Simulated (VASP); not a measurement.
A run of VASP 6.6.1 is set up as follows.

File INCAR:

```
PREC = Accurate
ENCUT = 520
EDIFF = 1E-6
ISMEAR = 0
SIGMA = 0.05
LREAL = Auto
LASPH = T
NELM = 60
ALGO = Normal
ISIF = 2
LWAVE = F
LCHARG = F
LDIPOL = T
IDIPOL = 3
DIPOL = 0.5 0.5 0.358
NBANDS = 115
```

KPOINTS

```
Automatic mesh
0
Gamma
  6 3 1
```

File POSCAR:

```
Ge7H2
1.0
    3.9752292141      0.0000000000      0.0000000000
    0.0000000000      7.9504584281      0.0000000000
    0.0000000000      0.0000000000     22.1891745247
Ge H
14 4
Direct
    0.0000000000      0.2500000000      0.2211186323
    0.0000000000      0.7500000000      0.2211186323
    0.0000000000      0.5000000000      0.2844583372
    0.0000000000      0.0000000000      0.2844583372
    0.5000000000      0.5000000000      0.3477980422
    0.5000000000      0.0000000000      0.3477980422
    0.5000000000      0.7537337728      0.4134762029
    0.5000000000      0.2477228333      0.4078782939
    0.0000000000      0.7552993819      0.4786955800
    0.0000000000      0.2542355613      0.4685095184
    0.0000000000      0.0141625506      0.5428985036
    0.0000000000      0.4924668390      0.5359067469
    0.5000000000      0.1582994462      0.5797925820
    0.5000000000      0.4592732631      0.5997122054
   -0.3085651772      0.2500000000      0.1796750369
    0.3085651772      0.2500000000      0.1796750369
    0.3079205199      0.7500000000      0.1794214520
   -0.3079205199      0.7500000000      0.1794214520
```

Potentials or basis: VASP PAW LDA potentials, release 64 (Ge_d, H).

Run with:

```bash
$ cat potpaw_LDA.64/Ge_d/POTCAR potpaw_LDA.64/H/POTCAR > POTCAR
$ mpirun -np 1 vasp_std > vasp.out
```

(1) Predict the largest force.

(2) Predict the band gap on the k mesh.

Answers

(1) 0.639 eV/Å.

(2) 0.17 eV (least direct gap 0.52 eV).
